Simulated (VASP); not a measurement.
CsCl, 2 atoms in the cell. Symmetry: Pm-3m, No. 221, cubic system. The conventional cell has a = 4.065 Å, b = 4.065 Å, c = 4.065 Å, α = 90.00°, β = 90.00°, γ = 90.00°. Cs (site symmetry m-3m) has 8 Cl at 3.52 Å and 6 Cs at 4.07 Å within 4.6 Å. Within 4.6 Å of Cl (site symmetry m-3m) lie 8 Cs at 3.52 Å and 6 Cl at 4.07 Å. 

```yaml
Program: VASP 6.6.1
Task: single point
Functional: PBEsol
Potentials_or_basis: VASP PAW PBE potentials, release 64 (Cs_sv, Cl)
Cutoff: 500 eV
k_mesh: 12 × 12 × 12
Occupations: fermi-dirac, width 0.1 eV
Spin: no spin polarisation
Dipole_correction: no
Further_INCAR_settings: ALGO = Normal; EDIFF = 1e-06; NBANDS = 15
```

Potentials or basis: VASP PAW PBE potentials, release 64 (Cs_sv, Cl).

Run with:

```console
$ cat potpaw_PBE.64/Cs_sv/POTCAR potpaw_PBE.64/Cl/POTCAR > POTCAR
$ mpirun -np 1 vasp_std > vasp.out
```

Hardware: 1 thread of Oxide Virtual Turin-like Processor, on a shared host.

Task: Estimate the wall time of this run.

Result: Wall time 50 s on 1 thread of Oxide Virtual Turin-like Processor, on a shared host, peak memory 0.18 GiB. Counts: scf iterations 12, k points 84.
